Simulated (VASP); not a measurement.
# Sb: single point with PBEsol

The system is Sb.

```
CELL_PARAMETERS angstrom
3.14742 0.00000 0.00000
0.00000 3.14742 0.00000
0.00000 0.00000 3.14742
ATOMIC_POSITIONS crystal
Sb 0.00000 0.00000 0.00000
```

This cell differs from its parent crystal: strained.

- Program: VASP 6.6.1
- Task: single point
- Functional: PBEsol
- Potentials or basis: VASP PAW PBE potentials, release 64 (Sb)
- Cutoff: 520 eV
- k mesh: 14 × 14 × 14
- Occupations: gaussian, width 0.1 eV
- Spin: no spin polarisation
- Dipole correction: no
- Further INCAR settings: ALGO = Normal; EDIFF = 1e-06; NBANDS = 8

The pressure is -4.2 GPa.

Levels at points of the mesh, in eV from the Fermi level:
| k point | band 1 | band 2 | band 3 | band 4 | band 5 | band 6 | band 7 |
| --- | --- | --- | --- | --- | --- | --- | --- |
| (0.00, 0.00, 0.00) | -12.00 | 3.22 | 3.22 | 3.22 | 6.98 | 6.98 | 7.94 |
| (0.50, 0.00, 0.00) | -9.73 | -5.23 | 5.09 | 5.09 | 9.01 | 10.47 | 11.23 |
| (0.50, 0.50, 0.00) | -7.35 | -3.27 | -3.27 | 2.35 | 6.96 | 12.61 | 13.18 |
| (0.50, 0.50, 0.50) | -4.73 | -1.45 | -1.45 | -1.45 | 4.94 | 4.94 | 4.94 |

Wall time 5.6 s on 1 thread of Intel(R) Xeon(R) 6975P-C (Granite Rapids) (shared host), peak memory 0.15 GiB.

Caveat: the cell differs from its parent crystal (strained); the PAW data sets were made with another functional, which shifts forces and pressure a little; spin-orbit coupling is left out, which moves the levels of the heavy elements.
